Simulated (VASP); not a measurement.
# Ni (Fm-3m) in VASP: settings compared

Ni is run at these levels: PBE, LDA; tasks: single point.

Program: VASP 6.6.1. These are calculated values, not measurements. Logs are shortened: lines on timing, memory, paths and dates and some standing lists are left out, and cuts for length are marked.

## 1. The cell of the first run

It takes space group Fm-3m (No. 225, cubic). Conventional cell: a = 3.536 Å, b = 3.536 Å, c = 3.536 Å, α = 90.00°, β = 90.00°, γ = 90.00°. Ni (site symmetry m-3m) has 12 Ni at 2.50 Å within 3.3 Å.

## 2. Single point, PBE, collinear spin, ferromagnetic start

INCAR

```
SYSTEM = Ni
PREC = Accurate ; ENCUT = 600
EDIFF = 1E-6 ; ISMEAR = 0
SIGMA = 0.1 ; LREAL = .False.
LASPH = .True. ; NELM = 200
ALGO = Normal ; ISIF = 2
LWAVE = .False. ; LCHARG = .True.
ISPIN = 2 ; MAGMOM = 0.81
LORBIT = 11 ; LMAXMIX = 4
GGA = PE ; LELF = .True.
LVHAR = .True. ; NBANDS = 15
GGA_COMPAT = .False.
```

KPOINTS

```
regular mesh
0
Gamma
  8 8 8
  0 0 0
```

POSCAR

```
Ni
1.0
    0.0000000000      1.7679500000      1.7679500000
    1.7679500000      0.0000000000      1.7679500000
    1.7679500000      1.7679500000      0.0000000000
Ni
1
Direct
    0.0000000000      0.0000000000      0.0000000000
```

Potentials or basis: VASP PAW PBE potentials, release 64 (Ni).

Command:

```bash
cat potpaw_PBE.64/Ni/POTCAR > POTCAR
mpirun -np 1 vasp_std > vasp.out
```

OUTCAR:

```text
SYSTEM = Ni
   PREC = Accurate
   ENCUT = 600
   EDIFF = 1E-6
   ISMEAR = 0
   LREAL = .False.
   LASPH = .True.
   NELM = 200
   ISIF = 2
   ISPIN = 2
   LORBIT = 11
   GGA = PE

 ion  position               nearest neighbor table
   1  0.000  0.000  0.000-

  LATTYP: Found a face centered cubic cell.
 ALAT       =     3.5359000000

  Lattice vectors:

 A1 = (   0.0000000000,   1.7679500000,   1.7679500000)
 A2 = (   1.7679500000,   0.0000000000,   1.7679500000)
 A3 = (   1.7679500000,   1.7679500000,   0.0000000000)

Analysis of symmetry for initial positions (statically):
=====================================================================
 Subroutine PRICEL returns:
 Original cell was already a primitive cell.

 Routine SETGRP: Setting up the symmetry group for a
 face centered cubic supercell.

 Subroutine GETGRP returns: Found 48 space group operations
 (whereof 48 operations were pure point group operations)
 out of a pool of 48 trial point group operations.

The static configuration has the point symmetry O_h .

Analysis of symmetry for dynamics (positions and initial velocities):
=====================================================================
 Subroutine PRICEL returns:
 Original cell was already a primitive cell.

 Routine SETGRP: Setting up the symmetry group for a
 face centered cubic supercell.

 Subroutine GETGRP returns: Found 48 space group operations
 (whereof 48 operations were pure point group operations)
 out of a pool of 48 trial point group operations.

The dynamic configuration has the point symmetry O_h .

Analysis of structural, dynamic, and magnetic symmetry:
=====================================================================
 Subroutine PRICEL returns:
 Original cell was already a primitive cell.

 Routine SETGRP: Setting up the symmetry group for a
 face centered cubic supercell.

 Subroutine GETGRP returns: Found 48 space group operations
 (whereof 48 operations were pure point group operations)
 out of a pool of 48 trial point group operations.

The overall configuration has the point symmetry O_h .

 Subroutine INISYM returns: Found 48 space group operations
 (whereof 48 operations are pure point group operations),
 and found     1 'primitive' translations

----------------------------------------------------------------------------------------

                                     Primitive cell

  volume of cell :      11.0520

  direct lattice vectors                    reciprocal lattice vectors
     0.000000000  1.767950000  1.767950000    -0.282813428  0.282813428  0.282813428
     1.767950000  0.000000000  1.767950000     0.282813428 -0.282813428  0.282813428
     1.767950000  1.767950000  0.000000000     0.282813428  0.282813428 -0.282813428

  length of vectors
     2.500258868  2.500258868  2.500258868     0.489847226  0.489847226  0.489847226

  position of ions in fractional coordinates (direct lattice)
     0.000000000  0.000000000  0.000000000

  ion indices of the primitive-cell ions
   primitive index   ion index
                 1           1

----------------------------------------------------------------------------------------

 KPOINTS: regular mesh

Automatic generation of k-mesh.
 Grid dimensions read from file:
 generate k-points for:    8    8    8

 Generating k-lattice:

  Cartesian coordinates                     Fractional coordinates (reciprocal lattice)
    -0.035351678  0.035351678  0.035351678     0.125000000  0.000000000  0.000000000
     0.035351678 -0.035351678  0.035351678     0.000000000  0.125000000  0.000000000
     0.035351678  0.035351678 -0.035351678     0.000000000  0.000000000  0.125000000

  Length of vectors
     0.061230903  0.061230903  0.061230903

  Shift w.r.t. Gamma in fractional coordinates (k-lattice)
     0.000000000  0.000000000  0.000000000

 Subroutine IBZKPT returns following result:
 ===========================================

 Found     29 irreducible k-points:

 Following reciprocal coordinates:
            Coordinates               Weight
  0.000000  0.000000  0.000000      1.000000
  0.125000  0.000000  0.000000      8.000000
  0.250000  0.000000  0.000000      8.000000
  0.375000  0.000000  0.000000      8.000000
  0.500000  0.000000  0.000000      4.000000
  0.125000  0.125000  0.000000      6.000000
[... 16 lines left out ...]
  0.500000  0.250000  0.125000     48.000000
 -0.375000  0.250000  0.125000     24.000000
 [... further k-points ...]
   k-points           NKPTS =     29   k-points in BZ     NKDIM =     29   number of bands    NBANDS=     15
   number of dos      NEDOS =    301   number of ions     NIONS =      1
   total plane-waves  NPLWV =   8000
   dimension x,y,z NGX =    20 NGY =   20 NGZ =   20
   dimension x,y,z NGXF=    40 NGYF=   40 NGZF=   40
   ions per type =               1
   NGX,Y,Z   is equivalent  to a cutoff of  13.30, 13.30, 13.30 a.u.
   NGXF,Y,Z  is equivalent  to a cutoff of  26.60, 26.60, 26.60 a.u.
 SYSTEM =  Ni
   PREC   = accura    normal or accurate (medium, high low for compatibility)
   ISTART =      0    job   : 0-new  1-cont  2-samecut
   ICHARG =      2    charge: 1-file 2-atom 10-const
   ISPIN  =      2    spin polarized calculation?
   LNONCOLLINEAR =      F non collinear calculations
   LSORBIT =      F    spin-orbit coupling
   LASPH  =      T    aspherical Exc in radial PAW
   ENCUT  =  600.0 eV  44.10 Ry    6.64 a.u.   4.99  4.99  4.99*2*pi/ulx,y,z
   NELM   =    200;   NELMIN=  2; NELMDL= -5     # of ELM steps
   EDIFF  = 0.1E-05   stopping-criterion for ELM
   LREAL  =      F    real-space projection
   EDIFFG = 0.1E-04   stopping-criterion for IOM
   NSW    =      0    number of steps for IOM
   IBRION =     -1    ionic relax: 0-MD 1-quasi-New 2-CG
   NFREE  =      0    steps in history (QN), initial steepest desc. (CG)
   ISIF   =      2    stress and relaxation
   ISYM   =      2    0-nonsym 1-usesym 2-fastsym
   POTIM  = 0.5000    time-step for ionic-motion
   TEBEG  =    0.0;   TEEND  =   0.0 temperature during run
   PSTRESS=    0.0 pullay stress
   NELECT =      10.0000    total number of electrons
   NUPDOWN=      -1.0000    fix difference up-down
   EMIN   =  10.00;   EMAX   =-10.00  energy-range for DOS
   EFERMI =   0.00;   METHOD = LEGACY
   ISMEAR =     0;   SIGMA  =   0.10  broadening in eV -4-tet -1-fermi 0-gaus
   EFERMI_NEDOS =   21; number of points for ismear=-14 and -15
   IALGO  =     38    algorithm
   IMIX   =      4    mixing-type and parameters
     AMIX     =   0.40;   BMIX     =  1.00
     AMIX_MAG =   1.60;   BMIX_MAG =  1.00
  volume/ion in A,a.u.               =      11.05        74.58
  Fermi-wavevector in a.u.,A,eV,Ry     =   1.583415  2.992221 34.112584  2.507204
  Thomas-Fermi vector in A             =   2.683189
   LORBIT       =     11    0 simple, 1 ext, 2 COOP (PROOUT), +10 PAW based schemes
   GGA     = PE    functional components
   LHFCALC =     F    Hartree Fock is set to
   AEXX    =    0.0000 exact exchange contribution
   IVDW    =     0    specifies the selected vdW correction
   LEPSILON=     F    determine dielectric tensor
   LRPA    =     F    only Hartree local field effects (RPA)
 spin polarized calculation
 Gauss-broadening in eV      SIGMA  =   0.10
  energy-cutoff  :      600.00
  volume of cell :       11.05
 maximum number of plane-waves:       380
   NGX =  9   NGY =  9   NGZ =  9

 number of electron      10.0000010 magnetization       0.6974880

 Free energy of the ion-electron system (eV)
  ---------------------------------------------------
  ext. energy  EPLUGINS =         0.00000000
  ---------------------------------------------------
  free energy    TOTEN  =        -5.47277267 eV

  energy without entropy =       -5.46277049  energy(sigma->0) =       -5.46777158

 E-fermi :   9.1506     XC(G=0): -13.1661

 val. band max:        9.1153269252   @ k =   0.3750   0.3750   0.0000
 cond. band min:       9.1538190582   @ k =   0.5000   0.3750   0.1250
 fundamental gap:      0.0384921330
 Fermi energy:         9.1506256450

 spin component 1

 k-point     1 :       0.0000    0.0000    0.0000
  band No.  band energies     occupation
      1       0.2460      1.00000
      2       6.7026      1.00000
      3       6.7026      1.00000
      4       6.7026      1.00000
      5       7.8515      1.00000
      6       7.8515      1.00000
      7      32.7419      0.00000
      8      36.4750      0.00000
      9      36.4750      0.00000
     10      36.4750      0.00000
     11      39.3522      0.00000
     12      39.3522      0.00000
     13      39.3522      0.00000
     14      42.3772      0.00000
     15      48.4770      0.00000

 k-point     2 :       0.1250    0.0000    0.0000
  band No.  band energies     occupation
      1       0.8420      1.00000
      2       6.5655      1.00000
      3       6.8195      1.00000
      4       6.8195      1.00000
      5       7.8107      1.00000
      6       7.8107      1.00000
      7      29.7537      0.00000
      8      33.7262      0.00000
      9      35.4257      0.00000
     10      35.4257      0.00000
     11      40.5790      0.00000
     12      40.9425      0.00000
     13      40.9425      0.00000
     14      45.2037      0.00000
     15      45.2037      0.00000
[... 365 lines left out ...]
      3       6.4111      1.00000
      4       7.4524      1.00000
      5       8.1831      1.00000
      6      10.1860      0.00000
      7      18.8253      0.00000
      8      24.4012      0.00000
      9      27.4875      0.00000
     10      35.0157      0.00000
     11      38.7176      0.00000
     12      43.0575      0.00000
     13      45.9949      0.00000
     14      50.8936      0.00000
     15      53.3358      0.00000

 k-point    24 :      -0.3750    0.2500    0.1250
  band No.  band energies     occupation
      1       5.2157      1.00000
      2       6.0626      1.00000
      3       6.6314      1.00000
      4       7.3328      1.00000
      5       8.3973      1.00000
      6      12.4426      0.00000
      7      15.0989      0.00000
      8      24.9772      0.00000
      9      25.8112      0.00000
     10      34.6281      0.00000
     11      38.7266      0.00000
     12      46.0633      0.00000
     13      48.3939      0.00000
     14      49.0858      0.00000
     15      50.5537      0.00000

 [... further k-points ...]

 spin component 2

 k-point     1 :       0.0000    0.0000    0.0000
  band No.  band energies     occupation
      1       0.2253      1.00000
      2       7.5247      1.00000
      3       7.5248      1.00000
      4       7.5248      1.00000
      5       8.5066      1.00000
      6       8.5066      1.00000
      7      32.5859      0.00000
      8      36.4732      0.00000
      9      36.4732      0.00000
     10      36.4732      0.00000
     11      39.4779      0.00000
     12      39.4779      0.00000
     13      39.4779      0.00000
     14      42.2523      0.00000
     15      48.6969      0.00000

 k-point     2 :       0.1250    0.0000    0.0000
  band No.  band energies     occupation
      1       0.8228      1.00000
      2       7.3650      1.00000
      3       7.6428      1.00000
      4       7.6428      1.00000
      5       8.4668      1.00000
      6       8.4668      1.00000
      7      29.8066      0.00000
      8      33.6247      0.00000
      9      35.4928      0.00000
     10      35.4928      0.00000
     11      40.5363      0.00000
     12      40.9695      0.00000
     13      40.9695      0.00000
     14      45.4029      0.00000
     15      45.4029      0.00000
[... 365 lines left out ...]
      3       7.0763      1.00000
      4       8.1400      1.00000
      5       9.0053      0.98004
      6      10.7544      0.00000
      7      19.0503      0.00000
      8      24.5140      0.00000
      9      27.5823      0.00000
     10      35.0489      0.00000
     11      38.7489      0.00000
     12      43.1572      0.00000
     13      45.9815      0.00000
     14      51.0281      0.00000
     15      53.8791      0.00000

 k-point    24 :      -0.3750    0.2500    0.1250
  band No.  band energies     occupation
      1       5.7712      1.00000
      2       6.5211      1.00000
      3       7.2880      1.00000
      4       8.0097      1.00000
      5       9.2537      0.07242
      6      12.7293      0.00000
      7      15.4758      0.00000
      8      25.0641      0.00000
      9      25.9381      0.00000
     10      34.6430      0.00000
     11      38.7798      0.00000
     12      46.0384      0.00000
     13      48.4719      0.00000
     14      49.2079      0.00000
     15      50.8304      0.00000

 [... further k-points ...]
[... 5 lines left out ...]
  --------------------------------------------------------------------------------------
  -------------------------------------------------------------------------------------
  Total       -0.1921942     -0.1921942     -0.1921942      0.0000000      0.0000000     -0.0000000
  in kB      -27.8619067    -27.8619067    -27.8619067      0.0000000      0.0000000     -0.0000000
  external PRESSURE =     -27.8619067 kB  Pullay stress =       0.0000000 kB

 VOLUME and BASIS-vectors are now :
 -----------------------------------------------------------------------------
  energy-cutoff  :      600.00
  volume of cell :       11.05
      direct lattice vectors                 reciprocal lattice vectors
     0.000000000  1.767950000  1.767950000    -0.282813428  0.282813428  0.282813428
     1.767950000  0.000000000  1.767950000     0.282813428 -0.282813428  0.282813428
     1.767950000  1.767950000  0.000000000     0.282813428  0.282813428 -0.282813428

 POSITION                                       TOTAL-FORCE (eV/Angst)
 -----------------------------------------------------------------------------------
      0.00000      0.00000      0.00000        -0.000000      0.000000     -0.000000
 -----------------------------------------------------------------------------------
    total drift:                               -0.000000     -0.000000     -0.000000

  FREE ENERGIE OF THE ION-ELECTRON SYSTEM (eV)
  ---------------------------------------------------
  free  energy   TOTEN  =        -5.4727726728 eV

  energy  without entropy=       -5.4627704931  energy(sigma->0) =       -5.46777158

 total charge

# of ion       s       p       d       tot
------------------------------------------
    1        0.492   0.489   8.299   9.280

 magnetization (x)

# of ion       s       p       d       tot
------------------------------------------
    1       -0.004  -0.022   0.737   0.711
```

Wall time 11 s (1 thread of AMD EPYC 7R13 (Zen 3), shared host); peak memory 0.1 GiB.

What came out:

```
Free energy                                           : -5.4728 eV
Pressure                                              : -2.8 GPa
Net moment                                            : 0.70 μB per cell
Site moments                                          : Ni +0.71 μB
Valence electrons inside the program's atomic spheres : Ni 9.28
```

Caveat: the k points lie up to 0.38 Å⁻¹ apart.

(Continued in part 2 of 2.)
